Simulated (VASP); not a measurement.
# SnO (Pmma) in VASP: relaxation of cell and atoms with PBE

Aim: the relaxation of cell and atoms of SnO with PBE.

Everything below comes from runs of VASP 6.6.1. Logs are shortened: lines on timing, memory, paths and dates and some standing lists are left out, and cuts for length are marked.

**1. The cell of the first run**

It takes space group Pmma (No. 51, orthorhombic). Conventional cell: a = 4.844 Å, b = 3.206 Å, c = 4.946 Å, α = 90.00°, β = 90.00°, γ = 90.00°. Sn (site symmetry mm2) has 8 O at 2.94 to 2.97 Å and 6 Sn at 3.05 to 3.93 Å within 4.0 Å. Within 4.0 Å of O (site symmetry mm2) lie 8 Sn at 2.94 to 2.97 Å and 6 O at 3.05 to 3.92 Å.

**2. Relaxation of cell and atoms, PBE**

File INCAR:

```
SYSTEM = SnO
PREC = Accurate ; ENCUT = 600
EDIFF = 1E-7 ; ISMEAR = 0
SIGMA = 0.1 ; LREAL = .FALSE.
LASPH = .TRUE. ; NELM = 60
ALGO = Normal ; ISIF = 3
LWAVE = .FALSE. ; LCHARG = .FALSE.
GGA = PE ; IBRION = 2
NSW = 90 ; EDIFFG = -0.04
```

File KPOINTS:

```
Automatic mesh
0
G
  4 6 4
  0 0 0
```

File POSCAR:

```
SnO
1.0
    4.8441279951      0.0000000000      0.0000000000
    0.0000000000      3.2056729379      0.0000000000
    0.0000000000      0.0000000000      4.9458953899
Sn O
2 2
Direct
    0.7500000000      0.0000000000      0.6870000000
    0.2500000000      0.0000000000      0.3130000000
    0.7500000000      0.5000000000      0.1880000000
    0.2500000000      0.5000000000      0.8120000000
```

Potentials or basis: VASP PAW PBE potentials, release 64 (Sn_d, O).

Started as:

```bash
> cat potpaw_PBE.64/Sn_d/POTCAR potpaw_PBE.64/O/POTCAR > POTCAR
> mpirun -np 1 vasp_std > vasp.out
```

OUTCAR:

```text
SYSTEM = SnO
   PREC = Accurate
   ENCUT = 600
   EDIFF = 1E-7
   ISMEAR = 0
   LREAL = .FALSE.
   LASPH = .TRUE.
   NELM = 60
   ISIF = 3
   GGA = PE
   IBRION = 2
   NSW = 90
   EDIFFG = -0.04

 ion  position               nearest neighbor table
   1  0.750  0.000  0.687-   2 3.05   2 3.05
   2  0.250  0.000  0.313-   1 3.05   1 3.05
   3  0.750  0.500  0.188-
   4  0.250  0.500  0.812-

  LATTYP: Found a simple orthorhombic cell.
 ALAT       =     3.2056729379
 B/A-ratio  =     1.5111111111
 C/A-ratio  =     1.5428571429

  Lattice vectors:

 A1 = (   0.0000000000,  -3.2056729379,   0.0000000000)
 A2 = (   4.8441279951,   0.0000000000,   0.0000000000)
 A3 = (   0.0000000000,   0.0000000000,   4.9458953899)

Analysis of symmetry for initial positions (statically):
=====================================================================
 Subroutine PRICEL returns:
 Original cell was already a primitive cell.

 Routine SETGRP: Setting up the symmetry group for a
 simple orthorhombic supercell.

 Subroutine GETGRP returns: Found  8 space group operations
 (whereof  4 operations were pure point group operations)
 out of a pool of  8 trial point group operations.

The static configuration has the point symmetry C_2h.
 The point group associated with its full space group is D_2h.

Analysis of symmetry for dynamics (positions and initial velocities):
=====================================================================
 Subroutine PRICEL returns:
 Original cell was already a primitive cell.

 Routine SETGRP: Setting up the symmetry group for a
 simple orthorhombic supercell.

 Subroutine GETGRP returns: Found  8 space group operations
 (whereof  4 operations were pure point group operations)
 out of a pool of  8 trial point group operations.

The dynamic configuration has the point symmetry C_2h.
 The point group associated with its full space group is D_2h.

 Subroutine INISYM returns: Found  8 space group operations
 (whereof  4 operations are pure point group operations),
 and found     1 'primitive' translations

----------------------------------------------------------------------------------------

                                     Primitive cell

  volume of cell :      76.8033

  direct lattice vectors                    reciprocal lattice vectors
     4.844127995  0.000000000  0.000000000     0.206435503  0.000000000  0.000000000
     0.000000000  3.205672938  0.000000000     0.000000000  0.311946983  0.000000000
     0.000000000  0.000000000  4.945895390     0.000000000  0.000000000  0.202187859

  length of vectors
     4.844127995  3.205672938  4.945895390     0.206435503  0.311946983  0.202187859

  position of ions in fractional coordinates (direct lattice)
     0.750000000  0.000000000  0.687000000
     0.250000000  0.000000000  0.313000000
     0.750000000  0.500000000  0.188000000
     0.250000000  0.500000000  0.812000000

  ion indices of the primitive-cell ions
   primitive index   ion index
                 1           1
                 2           2
                 3           3
                 4           4

----------------------------------------------------------------------------------------

 KPOINTS: Automatic mesh

Automatic generation of k-mesh.
 Grid dimensions read from file:
 generate k-points for:    4    6    4

 Generating k-lattice:

  Cartesian coordinates                     Fractional coordinates (reciprocal lattice)
     0.051608876  0.000000000  0.000000000     0.250000000  0.000000000  0.000000000
     0.000000000  0.051991164  0.000000000     0.000000000  0.166666667  0.000000000
     0.000000000  0.000000000  0.050546965     0.000000000  0.000000000  0.250000000

  Length of vectors
     0.051608876  0.051991164  0.050546965

  Shift w.r.t. Gamma in fractional coordinates (k-lattice)
     0.000000000  0.000000000  0.000000000

 Subroutine IBZKPT returns following result:
 ===========================================

 Found     36 irreducible k-points:

 Following reciprocal coordinates:
            Coordinates               Weight
  0.000000  0.000000  0.000000      1.000000
  0.250000  0.000000  0.000000      2.000000
  0.500000  0.000000  0.000000      1.000000
  0.000000  0.166667  0.000000      2.000000
  0.250000  0.166667  0.000000      4.000000
  0.500000  0.166667  0.000000      2.000000
[... 16 lines left out ...]
  0.250000  0.500000  0.250000      4.000000
  0.500000  0.500000  0.250000      2.000000
 [... further k-points ...]
   k-points           NKPTS =     36   k-points in BZ     NKDIM =     36   number of bands    NBANDS=     24
   number of dos      NEDOS =    301   number of ions     NIONS =      4
   total plane-waves  NPLWV =  44800
   dimension x,y,z NGX =    40 NGY =   28 NGZ =   40
   dimension x,y,z NGXF=    80 NGYF=   56 NGZF=   80
   ions per type =               2   2
   NGX,Y,Z   is equivalent  to a cutoff of  13.73, 14.52, 13.45 a.u.
   NGXF,Y,Z  is equivalent  to a cutoff of  27.46, 29.04, 26.89 a.u.
 SYSTEM =  SnO
   PREC   = accura    normal or accurate (medium, high low for compatibility)
   ISTART =      0    job   : 0-new  1-cont  2-samecut
   ICHARG =      2    charge: 1-file 2-atom 10-const
   ISPIN  =      1    spin polarized calculation?
   LNONCOLLINEAR =      F non collinear calculations
   LSORBIT =      F    spin-orbit coupling
   LASPH  =      T    aspherical Exc in radial PAW
   ENCUT  =  600.0 eV  44.10 Ry    6.64 a.u.   9.67  6.40  9.88*2*pi/ulx,y,z
   NELM   =     60;   NELMIN=  2; NELMDL= -5     # of ELM steps
   EDIFF  = 0.1E-06   stopping-criterion for ELM
   LREAL  =      F    real-space projection
   EDIFFG = -.4E-01   stopping-criterion for IOM
   NSW    =     90    number of steps for IOM
   IBRION =      2    ionic relax: 0-MD 1-quasi-New 2-CG
   NFREE  =      1    steps in history (QN), initial steepest desc. (CG)
   ISIF   =      3    stress and relaxation
   ISYM   =      2    0-nonsym 1-usesym 2-fastsym
   POTIM  = 0.5000    time-step for ionic-motion
   TEBEG  =    0.0;   TEEND  =   0.0 temperature during run
   PSTRESS=    0.0 pullay stress
   NELECT =      40.0000    total number of electrons
   NUPDOWN=      -1.0000    fix difference up-down
   EMIN   =  10.00;   EMAX   =-10.00  energy-range for DOS
   EFERMI =   0.00;   METHOD = LEGACY
   ISMEAR =     0;   SIGMA  =   0.10  broadening in eV -4-tet -1-fermi 0-gaus
   EFERMI_NEDOS =   21; number of points for ismear=-14 and -15
   IALGO  =     38    algorithm
   IMIX   =      4    mixing-type and parameters
     AMIX     =   0.40;   BMIX     =  1.00
     AMIX_MAG =   1.60;   BMIX_MAG =  1.00
  volume/ion in A,a.u.               =      19.20       129.57
  Fermi-wavevector in a.u.,A,eV,Ry     =   1.317149  2.489051 23.604496  1.734882
  Thomas-Fermi vector in A             =   2.447211
   LORBIT       =      0    0 simple, 1 ext, 2 COOP (PROOUT), +10 PAW based schemes
   GGA     = PE    functional components
   LHFCALC =     F    Hartree Fock is set to
   AEXX    =    0.0000 exact exchange contribution
   IVDW    =     0    specifies the selected vdW correction
   LEPSILON=     F    determine dielectric tensor
   LRPA    =     F    only Hartree local field effects (RPA)
 conjugate gradient relaxation of ions
 non-spin polarized calculation
 Gauss-broadening in eV      SIGMA  =   0.10
  energy-cutoff  :      600.00
  volume of cell :       76.80
 maximum number of plane-waves:      2588
 NGX is ok and might be reduce to    40
   NGX = 19   NGY = 13   NGZ = 19

--------------------------------------- Ionic step        1  -------------------------------------------

 number of electron      39.9999993 magnetization

 Free energy of the ion-electron system (eV)
  ---------------------------------------------------
  ext. energy  EPLUGINS =         0.00000000
  ---------------------------------------------------
  free energy    TOTEN  =       -18.04243746 eV

  energy without entropy =      -18.04050781  energy(sigma->0) =      -18.04147264

------------------------ aborting loop because EDIFF is reached ----------------------------------------

  FORCE on cell =-STRESS in cart. coord.  units (eV):
  Direction    XX          YY          ZZ          XY          YZ          ZX
  --------------------------------------------------------------------------------------
  -------------------------------------------------------------------------------------
  Total       -5.9130177     -3.2081583     -8.8569185      0.0000000      0.0000000      0.0000000
  in kB     -123.3502438    -66.9247300   -184.7623532      0.0000000      0.0000000      0.0000000
  external PRESSURE =    -125.0124423 kB  Pullay stress =       0.0000000 kB
[... 95 lines left out ...]
  FREE ENERGIE OF THE ION-ELECTRON SYSTEM (eV)
  ---------------------------------------------------
  free  energy   TOTEN  =       -19.3309029952 eV

  energy  without entropy=      -19.3305236714  energy(sigma->0) =      -19.33071333

 E-fermi :   4.1025     XC(G=0):  -9.1650

 val. band max:        4.0409534906   @ k =   0.0000   0.5000   0.0000
 cond. band min:       4.1558689586   @ k =   0.0000   0.0000   0.5000
 fundamental gap:      0.1149154680
 Fermi energy:         4.1025043736

 k-point     1 :       0.0000    0.0000    0.0000
  band No.  band energies     occupation
      1     -17.2956      2.00000
      2     -17.2950      2.00000
      3     -16.9558      2.00000
      4     -16.8929      2.00000
      5     -16.8906      2.00000
      6     -16.8803      2.00000
[... 637 lines left out ...]
     23       6.9425      0.00000
     24       6.9425      0.00000

 [... further k-points ...]

 E-fermi :   5.5853     XC(G=0):  -9.9916

 val. band max:        5.4120316326   @ k =   0.0000   0.1667   0.5000
 cond. band min:       5.5857376561   @ k =   0.0000   0.1667   0.2500
 fundamental gap:      0.1737060236
 Fermi energy:         5.5852867625

 k-point     1 :       0.0000    0.0000    0.0000
  band No.  band energies     occupation
      1     -15.9453      2.00000
      2     -15.8019      2.00000
      3     -15.5752      2.00000
      4     -15.5497      2.00000
      5     -15.5453      2.00000
      6     -15.5434      2.00000
[... 637 lines left out ...]
     23       9.6502      0.00000
     24       9.6502      0.00000

 [... further k-points ...]

[... ionic steps 4 to 87 ...]

--------------------------------------- Ionic step       88  -------------------------------------------

 number of electron      39.9999978 magnetization

------------------------ aborting loop because EDIFF is reached ----------------------------------------
[... 71 lines left out ...]
--------------------------------------- Ionic step       90  -------------------------------------------

 number of electron      39.9999983 magnetization

 Free energy of the ion-electron system (eV)
  ---------------------------------------------------
  ext. energy  EPLUGINS =         0.00000000
  ---------------------------------------------------
  free energy    TOTEN  =       -21.03563209 eV

  energy without entropy =      -21.03157492  energy(sigma->0) =      -21.03360350

 E-fermi :   5.7617     XC(G=0): -10.0916

 val. band max:        5.7486282253   @ k =   0.0000   0.1667   0.2500
 cond. band min:       5.8236144557   @ k =   0.0000   0.3333   0.5000
 fundamental gap:      0.0749862303
 Fermi energy:         5.7617482906

 k-point     1 :       0.0000    0.0000    0.0000
  band No.  band energies     occupation
      1     -15.7603      2.00000
      2     -15.5990      2.00000
      3     -15.3981      2.00000
      4     -15.3616      2.00000
      5     -15.3555      2.00000
      6     -15.3552      2.00000
[... 637 lines left out ...]
     23       9.9139      0.00000
     24       9.9139      0.00000

 [... further k-points ...]
[... 5 lines left out ...]
  --------------------------------------------------------------------------------------
  -------------------------------------------------------------------------------------
  Total        0.1404666      0.1483014     -0.0327751      0.0000000      0.0000000      0.0000000
  in kB        3.0747241      3.2462238     -0.7174266      0.0000000      0.0000000      0.0000000
  external PRESSURE =       1.8678404 kB  Pullay stress =       0.0000000 kB
[... 19 lines left out ...]
  FREE ENERGIE OF THE ION-ELECTRON SYSTEM (eV)
  ---------------------------------------------------
  free  energy   TOTEN  =       -21.0356320891 eV

  energy  without entropy=      -21.0315749202  energy(sigma->0) =      -21.03360350

 reached required accuracy - stopping structural energy minimisation
```

Wall time 63 min (1 thread of Intel Xeon Platinum 8259CL at 2.50GHz (Skylake/Cascade Lake), shared host); peak memory 0.27 GiB.

What came out:

| Item | Value |
| --- | --- |
| Free energy | -21.0356 eV |
| Relaxed volume | 18.30 Å³/atom |
| Relaxed cell | a = 5.843 Å, b = 3.298 Å, c = 3.798 Å, α = 90.00°, β = 90.00°, γ = 90.00° |
| Space group after relaxing (to 0.1 Å) | Pmma (No. 51) |
| Energy gained by relaxing | 748.3 meV/atom |
| Ionic steps | 90 |
| Pressure after relaxing | 0.2 GPa |
| Largest force after relaxing | 0.018 eV/Å |
| Band gap on the k mesh | zero (bands 20 and 21 overlap by 0.27 eV) |

Forces on the atoms (eV/Å):
```
Sn   0.000  0.000 -0.004
Sn   0.000  0.000  0.004
O    0.000  0.000  0.018
O    0.000  0.000 -0.018
```

The path:
| step | energy change (eV) | largest force (eV/Å) | pressure (GPa) | volume (Å³) |
| --- | --- | --- | --- | --- |
| 1 | 0.0000 | 1.7983 | -12.50 | 76.80 |
| 4 | -1.6957 | 0.8447 | 5.86 | 58.30 |
| 7 | -1.8926 | 0.6565 | -1.64 | 63.95 |
| 10 | -2.1312 | 0.5954 | 3.54 | 65.26 |
| 13 | -2.2474 | 0.4025 | 5.50 | 69.69 |
| 16 | -2.3569 | 0.4875 | 4.55 | 74.75 |
| 19 | -2.4935 | 0.3744 | -1.09 | 87.23 |
| 22 | -2.5278 | 0.2325 | 0.04 | 93.36 |
| 25 | -2.5381 | 0.1895 | -0.69 | 94.36 |
| 28 | -2.5409 | 0.2264 | -0.76 | 93.64 |
| 31 | -2.5475 | 0.0565 | 0.64 | 88.93 |
| 34 | -2.5525 | 0.0660 | 0.25 | 90.15 |
| 37 | -2.5617 | 0.1443 | -0.46 | 90.77 |
| 40 | -2.5637 | 0.2401 | -0.99 | 91.45 |
| 43 | -2.5737 | 0.2230 | -1.02 | 91.98 |
| 46 | -2.5825 | 0.1514 | -1.03 | 92.87 |
| 49 | -2.5903 | 0.1793 | -0.05 | 91.32 |
| 52 | -2.6000 | 0.1014 | -0.08 | 88.67 |
| 55 | -2.6030 | 0.2065 | 0.69 | 87.26 |
| 58 | -2.6146 | 0.1960 | 0.68 | 85.82 |
| 61 | -2.7828 | 0.3915 | 0.92 | 74.76 |
| 64 | -2.7523 | 0.3076 | 6.00 | 68.07 |
| 67 | -2.8080 | 0.2340 | 2.99 | 71.21 |
| 70 | -2.8142 | 0.2399 | 3.43 | 70.37 |
| 73 | -2.8549 | 0.2966 | 2.42 | 71.02 |
| 76 | -2.9388 | 0.5037 | -1.50 | 73.90 |
| 79 | -2.9820 | 0.1749 | 0.31 | 73.98 |
| 82 | -2.9863 | 0.0604 | -0.91 | 75.42 |
| 85 | -2.9901 | 0.1052 | 0.12 | 74.23 |
| 88 | -2.9920 | 0.0311 | -0.11 | 73.73 |
| 90 | -2.9932 | 0.0177 | 0.19 | 73.19 |

Final structure:
```
Sn O
1.0
     5.84338    0.00000    0.00000
     0.00000    3.29837    0.00000
     0.00000    0.00000    3.79764
Sn O
2 2
Direct
  0.75000 0.00000 0.61376
  0.25000 0.00000 0.38625
  0.75000 0.50000 0.93946
  0.25000 0.50000 0.06054
```

Levels at points of the mesh, in eV from the Fermi level:
| k point | band 17 | band 18 | band 19 | band 20 | band 21 | band 22 | band 23 | band 24 |
| --- | --- | --- | --- | --- | --- | --- | --- | --- |
| (0.00, 0.00, 0.00) | -3.18 | -2.74 | -2.06 | -1.54 | 0.46 | 4.93 | 5.26 | 8.13 |
| (0.50, 0.00, 0.00) | -3.38 | -3.38 | -1.99 | -1.99 | 4.04 | 4.04 | 5.04 | 5.04 |
| (0.00, 0.50, 0.00) | -3.06 | -1.36 | -1.18 | -1.14 | 0.89 | 1.41 | 4.04 | 5.65 |
| (0.50, 0.50, 0.00) | -2.24 | -2.24 | -1.14 | -1.14 | 2.15 | 2.15 | 4.38 | 4.38 |
| (0.00, 0.00, 0.50) | -2.97 | -2.78 | -0.36 | -0.19 | 0.38 | 1.57 | 4.06 | 6.71 |
| (0.50, 0.00, 0.50) | -2.71 | -2.71 | -0.48 | -0.48 | 2.00 | 2.00 | 4.24 | 4.24 |
| (0.00, 0.50, 0.50) | -3.47 | -2.85 | -1.18 | -0.71 | -0.29 | 3.91 | 4.75 | 4.98 |
| (0.50, 0.50, 0.50) | -3.29 | -3.29 | -2.02 | -2.02 | 4.37 | 4.37 | 4.47 | 4.47 |

Caveat: semilocal functionals underestimate gaps, so a narrow gap can read as zero; a cell axis changed by over 15 % at a fixed basis, so the end point is rough; spin-orbit coupling is left out, which moves the levels of the heavy elements.
